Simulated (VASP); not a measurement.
# VMoS4 (F-43m) in VASP: further runs

The runs below take VMoS4 through single point, relaxation of cell and atoms, with PBE.

Everything below comes from runs of VASP 6.6.1. Logs are shortened: lines on timing, memory, paths and dates and some standing lists are left out, and cuts for length are marked.

## 1. The cell of the first run

Symmetry: F-43m, No. 216, cubic system. Conventional cell: a = 7.176 Å, b = 7.176 Å, c = 7.176 Å, α = 90.00°, β = 90.00°, γ = 90.00°. Within 3.9 Å of V (site symmetry -43m) lie 12 S at 2.97 Å and 4 Mo at 3.11 Å. Within 3.9 Å of Mo (site symmetry -43m) lie 12 S at 2.98 Å and 4 V at 3.11 Å. Within 3.3 Å of S (site symmetry 3m) lie 6 S at 2.53 to 2.54 Å and 3 V at 2.97 Å and 3 Mo at 2.98 Å.

The cell was generated, and may not be a known phase.

## 2. Single point, PBE, collinear spin, ferromagnetic start

The input, INCAR:

```
SYSTEM = VMoS4
PREC = Accurate ; ENCUT = 520
EDIFF = 1E-7 ; ISMEAR = 0
SIGMA = 0.1 ; LREAL = .FALSE.
LASPH = .TRUE. ; NELM = 150
ALGO = Normal ; ISIF = 2
LWAVE = .FALSE. ; LCHARG = .TRUE.
ISPIN = 2 ; MAGMOM = 2 1 0 0 0 0
LORBIT = 11 ; LMAXMIX = 4
GGA = PE ; LELF = .TRUE.
LVHAR = .TRUE. ; NBANDS = 38
```

The input, KPOINTS:

```
regular mesh
0
G
  4 4 4
  0 0 0
```

The input, POSCAR:

```
VMoS4
1.0
    0.0000000000      3.5881707765      3.5881707765
    3.5881707765      0.0000000000      3.5881707765
    3.5881707765      3.5881707765      0.0000000000
V Mo S
1 1 4
Direct
    0.2500000000      0.2500000000      0.2500000000
    0.0000000000      0.0000000000      0.0000000000
    0.1255476682      0.6248174439      0.6248174439
    0.6248174439      0.1255476682      0.6248174439
    0.6248174439      0.6248174439      0.1255476682
    0.6248174439      0.6248174439      0.6248174439
```

Potentials or basis: VASP PAW PBE potentials, release 64 (V_sv, Mo_sv, S).

Run with:

```console
cat potpaw_PBE.64/V_sv/POTCAR potpaw_PBE.64/Mo_sv/POTCAR potpaw_PBE.64/S/POTCAR > POTCAR
mpirun -np 1 vasp_std > vasp.out
```

OUTCAR:

```text
SYSTEM = VMoS4
   PREC = Accurate
   ENCUT = 520
   EDIFF = 1E-7
   ISMEAR = 0
   LREAL = .FALSE.
   LASPH = .TRUE.
   NELM = 150
   ISIF = 2
   ISPIN = 2
   LORBIT = 11
   GGA = PE

 ion  position               nearest neighbor table
   1  0.250  0.250  0.250-   2 3.11   2 3.11   2 3.11   2 3.11
   2  0.000  0.000  0.000-   4 2.98   5 2.98   3 2.98   5 2.98   3 2.98   4 2.98   6 2.98   6 2.98
                             6 2.98   3 2.98   4 2.98   5 2.98   1 3.11   1 3.11   1 3.11   1 3.11
   3  0.126  0.625  0.625-   4 2.53   5 2.53   6 2.53   4 2.54   5 2.54   6 2.54   2 2.98   2 2.98
                             2 2.98
   4  0.625  0.126  0.625-   3 2.53   5 2.53   6 2.53   3 2.54   5 2.54   6 2.54   2 2.98   2 2.98
                             2 2.98
   5  0.625  0.625  0.126-   3 2.53   4 2.53   6 2.53   4 2.54   3 2.54   6 2.54   2 2.98   2 2.98
                             2 2.98
   6  0.625  0.625  0.625-   3 2.53   4 2.53   5 2.53   3 2.54   4 2.54   5 2.54   2 2.98   2 2.98
                             2 2.98

  LATTYP: Found a face centered cubic cell.
 ALAT       =     7.1763415530

  Lattice vectors:

 A1 = (   0.0000000000,   3.5881707765,   3.5881707765)
 A2 = (   3.5881707765,   0.0000000000,   3.5881707765)
 A3 = (   3.5881707765,   3.5881707765,   0.0000000000)

Analysis of symmetry for initial positions (statically):
=====================================================================
 Subroutine PRICEL returns:
 Original cell was already a primitive cell.

 Routine SETGRP: Setting up the symmetry group for a
 face centered cubic supercell.

 Subroutine GETGRP returns: Found 24 space group operations
 (whereof 24 operations were pure point group operations)
 out of a pool of 48 trial point group operations.

The static configuration has the point symmetry T_d .

Analysis of symmetry for dynamics (positions and initial velocities):
=====================================================================
 Subroutine PRICEL returns:
 Original cell was already a primitive cell.

 Routine SETGRP: Setting up the symmetry group for a
 face centered cubic supercell.

 Subroutine GETGRP returns: Found 24 space group operations
 (whereof 24 operations were pure point group operations)
 out of a pool of 48 trial point group operations.

The dynamic configuration has the point symmetry T_d .

Analysis of structural, dynamic, and magnetic symmetry:
=====================================================================
 Subroutine PRICEL returns:
 Original cell was already a primitive cell.

 Routine SETGRP: Setting up the symmetry group for a
 face centered cubic supercell.

 Subroutine GETGRP returns: Found 24 space group operations
 (whereof 24 operations were pure point group operations)
 out of a pool of 48 trial point group operations.

The overall configuration has the point symmetry T_d .

 Subroutine INISYM returns: Found 24 space group operations
 (whereof 24 operations are pure point group operations),
 and found     1 'primitive' translations

----------------------------------------------------------------------------------------

                                     Primitive cell

  volume of cell :      92.3952

  direct lattice vectors                    reciprocal lattice vectors
     0.000000000  3.588170777  3.588170777    -0.139346768  0.139346768  0.139346768
     3.588170777  0.000000000  3.588170777     0.139346768 -0.139346768  0.139346768
     3.588170777  3.588170777  0.000000000     0.139346768  0.139346768 -0.139346768

  length of vectors
     5.074439776  5.074439776  5.074439776     0.241355682  0.241355682  0.241355682

  position of ions in fractional coordinates (direct lattice)
     0.250000000  0.250000000  0.250000000
     0.000000000  0.000000000  0.000000000
     0.125547668  0.624817444  0.624817444
     0.624817444  0.125547668  0.624817444
     0.624817444  0.624817444  0.125547668
     0.624817444  0.624817444  0.624817444

  ion indices of the primitive-cell ions
   primitive index   ion index
                 1           1
                 2           2
                 3           3
                 4           4
                 5           5
                 6           6

----------------------------------------------------------------------------------------

 KPOINTS: regular mesh

Automatic generation of k-mesh.
 Grid dimensions read from file:
 generate k-points for:    4    4    4

 Generating k-lattice:

  Cartesian coordinates                     Fractional coordinates (reciprocal lattice)
    -0.034836692  0.034836692  0.034836692     0.250000000  0.000000000  0.000000000
     0.034836692 -0.034836692  0.034836692     0.000000000  0.250000000  0.000000000
     0.034836692  0.034836692 -0.034836692     0.000000000  0.000000000  0.250000000

  Length of vectors
     0.060338920  0.060338920  0.060338920

  Shift w.r.t. Gamma in fractional coordinates (k-lattice)
     0.000000000  0.000000000  0.000000000

 Subroutine IBZKPT returns following result:
 ===========================================

 Found      8 irreducible k-points:

 Following reciprocal coordinates:
            Coordinates               Weight
  0.000000  0.000000  0.000000      1.000000
  0.250000  0.000000  0.000000      8.000000
  0.500000  0.000000  0.000000      4.000000
  0.250000  0.250000  0.000000      6.000000
  0.500000  0.250000  0.000000     24.000000
 -0.250000  0.250000  0.000000     12.000000
  0.500000  0.500000  0.000000      3.000000
 -0.250000  0.500000  0.250000      6.000000
   k-points           NKPTS =      8   k-points in BZ     NKDIM =      8   number of bands    NBANDS=     38
   number of dos      NEDOS =    301   number of ions     NIONS =      6
   total plane-waves  NPLWV =  64000
   dimension x,y,z NGX =    40 NGY =   40 NGZ =   40
   dimension x,y,z NGXF=    80 NGYF=   80 NGZF=   80
   ions per type =               1   1   4
   NGX,Y,Z   is equivalent  to a cutoff of  13.10, 13.10, 13.10 a.u.
   NGXF,Y,Z  is equivalent  to a cutoff of  26.21, 26.21, 26.21 a.u.
 SYSTEM =  VMoS4
   PREC   = accura    normal or accurate (medium, high low for compatibility)
   ISTART =      0    job   : 0-new  1-cont  2-samecut
   ICHARG =      2    charge: 1-file 2-atom 10-const
   ISPIN  =      2    spin polarized calculation?
   LNONCOLLINEAR =      F non collinear calculations
   LSORBIT =      F    spin-orbit coupling
   LASPH  =      T    aspherical Exc in radial PAW
   ENCUT  =  520.0 eV  38.22 Ry    6.18 a.u.   9.44  9.44  9.44*2*pi/ulx,y,z
   NELM   =    150;   NELMIN=  2; NELMDL= -5     # of ELM steps
   EDIFF  = 0.1E-06   stopping-criterion for ELM
   LREAL  =      F    real-space projection
   EDIFFG = 0.1E-05   stopping-criterion for IOM
   NSW    =      0    number of steps for IOM
   IBRION =     -1    ionic relax: 0-MD 1-quasi-New 2-CG
   NFREE  =      0    steps in history (QN), initial steepest desc. (CG)
   ISIF   =      2    stress and relaxation
   ISYM   =      2    0-nonsym 1-usesym 2-fastsym
   POTIM  = 0.5000    time-step for ionic-motion
   TEBEG  =    0.0;   TEEND  =   0.0 temperature during run
   PSTRESS=    0.0 pullay stress
   NELECT =      51.0000    total number of electrons
   NUPDOWN=      -1.0000    fix difference up-down
   EMIN   =  10.00;   EMAX   =-10.00  energy-range for DOS
   EFERMI =   0.00;   METHOD = LEGACY
   ISMEAR =     0;   SIGMA  =   0.10  broadening in eV -4-tet -1-fermi 0-gaus
   EFERMI_NEDOS =   21; number of points for ismear=-14 and -15
   IALGO  =     38    algorithm
   IMIX   =      4    mixing-type and parameters
     AMIX     =   0.40;   BMIX     =  1.00
     AMIX_MAG =   1.60;   BMIX_MAG =  1.00
  volume/ion in A,a.u.               =      15.40       103.92
  Fermi-wavevector in a.u.,A,eV,Ry     =   1.342915  2.537741 24.537020  1.803420
  Thomas-Fermi vector in A             =   2.471031
   LORBIT       =     11    0 simple, 1 ext, 2 COOP (PROOUT), +10 PAW based schemes
   GGA     = PE    functional components
   LHFCALC =     F    Hartree Fock is set to
   AEXX    =    0.0000 exact exchange contribution
   IVDW    =     0    specifies the selected vdW correction
   LEPSILON=     F    determine dielectric tensor
   LRPA    =     F    only Hartree local field effects (RPA)
 spin polarized calculation
 Gauss-broadening in eV      SIGMA  =   0.10
  energy-cutoff  :      520.00
  volume of cell :       92.40
 maximum number of plane-waves:      2502
 NGX is ok and might be reduce to    40
   NGX = 19   NGY = 19   NGZ = 19

 number of electron      51.0000014 magnetization      -0.0023474

 number of electron      51.0000014 magnetization       0.0000367

 Free energy of the ion-electron system (eV)
  ---------------------------------------------------
  ext. energy  EPLUGINS =         0.00000000
  ---------------------------------------------------
  free energy    TOTEN  =       -28.86581153 eV

  energy without entropy =      -28.83881541  energy(sigma->0) =      -28.85231347

 E-fermi :   9.6883     XC(G=0): -11.7816

 val. band max:        9.6788192661   @ k =   0.5000   0.5000   0.0000
 cond. band min:       9.7568351734   @ k =   0.2500   0.2500   0.0000
 fundamental gap:      0.0780159072
 Fermi energy:         9.6882823355

 spin component 1

 k-point     1 :       0.0000    0.0000    0.0000
  band No.  band energies     occupation
      1     -54.9906      1.00000
      2     -51.5500      1.00000
      3     -28.8322      1.00000
      4     -28.8322      1.00000
      5     -28.8322      1.00000
      6     -25.6156      1.00000
[... 29 lines left out ...]
     36      12.7571      0.00000
     37      12.7571      0.00000

 k-point     2 :       0.2500    0.0000    0.0000
  band No.  band energies     occupation
      1     -54.9906      1.00000
      2     -51.5501      1.00000
      3     -28.8325      1.00000
      4     -28.8324      1.00000
      5     -28.8324      1.00000
      6     -25.6169      1.00000
[... 29 lines left out ...]
     36      12.9115      0.00000
     37      14.1202      0.00000
[... 198 lines left out ...]
     36      13.7590      0.00000
     37      16.3292      0.00000

 k-point     8 :      -0.2500    0.5000    0.2500
  band No.  band energies     occupation
      1     -54.9906      1.00000
      2     -51.5501      1.00000
      3     -28.8332      1.00000
      4     -28.8330      1.00000
      5     -28.8320      1.00000
      6     -25.6177      1.00000
[... 29 lines left out ...]
     36      14.3456      0.00000
     37      15.4242      0.00000
 Fermi energy:         9.6882823355

 spin component 2

 k-point     1 :       0.0000    0.0000    0.0000
  band No.  band energies     occupation
      1     -54.9907      1.00000
      2     -51.5500      1.00000
      3     -28.8322      1.00000
      4     -28.8322      1.00000
      5     -28.8322      1.00000
      6     -25.6155      1.00000
[... 29 lines left out ...]
     36      12.7571      0.00000
     37      12.7571      0.00000

 k-point     2 :       0.2500    0.0000    0.0000
  band No.  band energies     occupation
      1     -54.9906      1.00000
      2     -51.5500      1.00000
      3     -28.8325      1.00000
      4     -28.8324      1.00000
      5     -28.8324      1.00000
      6     -25.6169      1.00000
[... 29 lines left out ...]
     36      12.9115      0.00000
     37      14.1202      0.00000
[... 198 lines left out ...]
     36      13.7590      0.00000
     37      16.3293      0.00000

 k-point     8 :      -0.2500    0.5000    0.2500
  band No.  band energies     occupation
      1     -54.9906      1.00000
      2     -51.5501      1.00000
      3     -28.8333      1.00000
      4     -28.8330      1.00000
      5     -28.8320      1.00000
      6     -25.6176      1.00000
[... 29 lines left out ...]
     36      14.3456      0.00000
     37      15.4242      0.00000
 [bands above 37 left out]

------------------------ aborting loop because EDIFF is reached ----------------------------------------

  FORCE on cell =-STRESS in cart. coord.  units (eV):
  Direction    XX          YY          ZZ          XY          YZ          ZX
  --------------------------------------------------------------------------------------
  -------------------------------------------------------------------------------------
  Total       -2.6207835     -2.6207835     -2.6207835     -0.0000000     -0.0000000      0.0000000
  in kB      -45.4456609    -45.4456609    -45.4456609     -0.0000000     -0.0000000      0.0000000
  external PRESSURE =     -45.4456609 kB  Pullay stress =       0.0000000 kB

 VOLUME and BASIS-vectors are now :
 -----------------------------------------------------------------------------
  energy-cutoff  :      520.00
  volume of cell :       92.40
      direct lattice vectors                 reciprocal lattice vectors
     0.000000000  3.588170777  3.588170777    -0.139346768  0.139346768  0.139346768
     3.588170777  0.000000000  3.588170777     0.139346768 -0.139346768  0.139346768
     3.588170777  3.588170777  0.000000000     0.139346768  0.139346768 -0.139346768

 POSITION                                       TOTAL-FORCE (eV/Angst)
 -----------------------------------------------------------------------------------
      1.79409      1.79409      1.79409        -0.000000     -0.000000     -0.000000
      0.00000      0.00000      0.00000        -0.000000     -0.000000     -0.000000
      4.48390      2.69244      2.69244        -0.002515      0.002515      0.002515
      2.69244      4.48390      2.69244         0.002515     -0.002515      0.002515
      2.69244      2.69244      4.48390         0.002515      0.002515     -0.002515
      4.48390      4.48390      4.48390        -0.002515     -0.002515     -0.002515
 -----------------------------------------------------------------------------------
    total drift:                                0.000000      0.000000      0.000001

  FREE ENERGIE OF THE ION-ELECTRON SYSTEM (eV)
  ---------------------------------------------------
  free  energy   TOTEN  =       -28.8658115268 eV

  energy  without entropy=      -28.8388154143  energy(sigma->0) =      -28.85231347

 total charge

# of ion       s       p       d       tot
------------------------------------------
    1        2.176   6.065   2.976  11.217
    2        2.197   6.048   3.835  12.080
    3        1.436   2.082   0.000   3.518
    4        1.436   2.082   0.000   3.518
    5        1.436   2.082   0.000   3.518
    6        1.436   2.082   0.000   3.518
--------------------------------------------------
tot         10.116  20.443   6.811  37.370

 magnetization (x)

# of ion       s       p       d       tot
------------------------------------------
    1       -0.000   0.000  -0.000  -0.000
    2        0.000   0.000   0.000   0.000
    3        0.000  -0.000   0.000  -0.000
    4        0.000  -0.000   0.000  -0.000
    5        0.000  -0.000   0.000  -0.000
    6        0.000  -0.000   0.000  -0.000
--------------------------------------------------
tot          0.000  -0.000   0.000  -0.000
```

Run time: 64 s. Hardware: 1 thread of Intel Xeon 6975P-C (Granite Rapids), shared host; peak memory 0.3 GiB.

Results:

| Item | Value |
| --- | --- |
| Free energy | -28.8658 eV |
| Pressure | -4.5 GPa |
| Largest force | 0.004 eV/Å |
| Net moment | 0.00 μB per cell |
| Valence electrons inside the program's atomic spheres | V 11.22; Mo 12.08; S 3.52 |

Forces on the atoms (eV/Å):
```
V    0.000  0.000  0.000
Mo   0.000  0.000  0.000
S   -0.003  0.003  0.003
S    0.003 -0.003  0.003
S    0.003  0.003 -0.003
S   -0.003 -0.003 -0.003
```

Levels at points of the mesh, in eV from the Fermi level:
Spin up:
| k point | band 22 | band 23 | band 24 | band 25 | band 26 | band 27 | band 28 | band 29 |
| --- | --- | --- | --- | --- | --- | --- | --- | --- |
| (0.00, 0.00, 0.00) | -0.81 | 0.60 | 0.60 | 1.17 | 1.17 | 1.17 | 1.22 | 1.22 |
| (0.50, 0.00, 0.00) | -1.97 | -0.29 | -0.29 | 0.08 | 0.10 | 0.10 | 0.48 | 0.48 |
| (0.50, 0.50, 0.00) | -3.58 | -1.23 | -1.23 | -0.01 | 0.17 | 0.48 | 0.48 | 0.73 |
Spin down:
```csv
k point,band 21,band 22,band 23,band 24,band 25,band 26,band 27,band 28,band 29,band 30
"(0.00, 0.00, 0.00)",-0.81,-0.81,0.60,0.60,1.17,1.17,1.17,1.22,1.22,1.22
"(0.50, 0.00, 0.00)",-3.26,-1.97,-0.29,-0.29,0.08,0.10,0.10,0.48,0.48,1.33
"(0.50, 0.50, 0.00)",-3.58,-3.58,-1.23,-1.23,-0.01,0.17,0.48,0.48,0.73,0.73
```

Caveat: the k points lie up to 0.38 Å⁻¹ apart; the moments typed at the start vanished in this run. With open d or f shells a metallic result of PBE can be an artefact of self-interaction; +U or a hybrid may open a gap.

## 3. Single point, PBE, collinear spin, ferromagnetic start

This run uses another cell than the first one, of 19.87 Å³/atom.

Changes to INCAR since step 2:

```diff
@@ -2,3 +2,3 @@
 PREC = Accurate ; ENCUT = 520
-EDIFF = 1E-7 ; ISMEAR = 0
+EDIFF = 1E-6 ; ISMEAR = 0
 SIGMA = 0.1 ; LREAL = .FALSE.
```

The input, KPOINTS:

```
Automatic mesh
0
G
  4 4 4
  0 0 0
```

The input, POSCAR:

```
VMoS4
1.0
    0.0000000000      3.9060868500      3.9060868500
    3.9060868500      0.0000000000      3.9060868500
    3.9060868500      3.9060868500      0.0000000000
V Mo S
1 1 4
Direct
    0.2500000000      0.2500000000      0.2500000000
    0.0000000000      0.0000000000      0.0000000000
    0.1239169200      0.6253610300      0.6253610300
    0.6253610300      0.1239169200      0.6253610300
    0.6253610300      0.6253610300      0.1239169200
    0.6253610300      0.6253610300      0.6253610300
```

Potentials or basis: VASP PAW PBE potentials, release 64 (V_sv, Mo_sv, S).

Run with:

```console
cat potpaw_PBE.64/V_sv/POTCAR potpaw_PBE.64/Mo_sv/POTCAR potpaw_PBE.64/S/POTCAR > POTCAR
mpirun -np 1 vasp_std > vasp.out
```

It took 2.2 min on 1 thread of Intel Xeon 6975P-C (Granite Rapids), shared host; peak memory 0.34 GiB.

It converged, with:

```
Free energy                                           : -26.9535 eV
Pressure                                              : -15.6 GPa
Largest force                                         : 0.032 eV/Å
Net moment                                            : 0.01 μB per cell
Valence electrons inside the program's atomic spheres : V 11.08; Mo 11.90; S 3.49
```

Forces on the atoms (eV/Å):
```
V    0.000  0.000  0.000
Mo   0.000  0.000  0.000
S   -0.018  0.018  0.018
S    0.018 -0.018  0.018
S    0.018  0.018 -0.018
S   -0.018 -0.018 -0.018
```

Levels at points of the mesh, in eV from the Fermi level:
Spin up:
```csv
k point,band 22,band 23,band 24,band 25,band 26,band 27,band 28,band 29
"(0.00, 0.00, 0.00)",-0.64,0.42,0.42,0.63,0.63,0.63,0.72,0.72
"(0.50, 0.00, 0.00)",-1.28,-0.11,-0.11,0.01,0.01,0.03,0.31,0.31
"(0.50, 0.50, 0.00)",-2.61,-0.84,-0.84,-0.19,-0.07,0.27,0.28,0.51
```
Spin down:
```tsv
k point	band 22	band 23	band 24	band 25	band 26	band 27	band 28	band 29
(0.00, 0.00, 0.00)	-0.64	0.42	0.42	0.63	0.63	0.63	0.73	0.73
(0.50, 0.00, 0.00)	-1.28	-0.11	-0.11	0.01	0.01	0.03	0.31	0.31
(0.50, 0.50, 0.00)	-2.61	-0.84	-0.84	-0.19	-0.06	0.27	0.29	0.51
```

Caveat: the cell stands under tension; the moments typed at the start vanished in this run. With open d or f shells a metallic result of PBE can be an artefact of self-interaction; +U or a hybrid may open a gap.

(Part 1 of 2 ends here.)
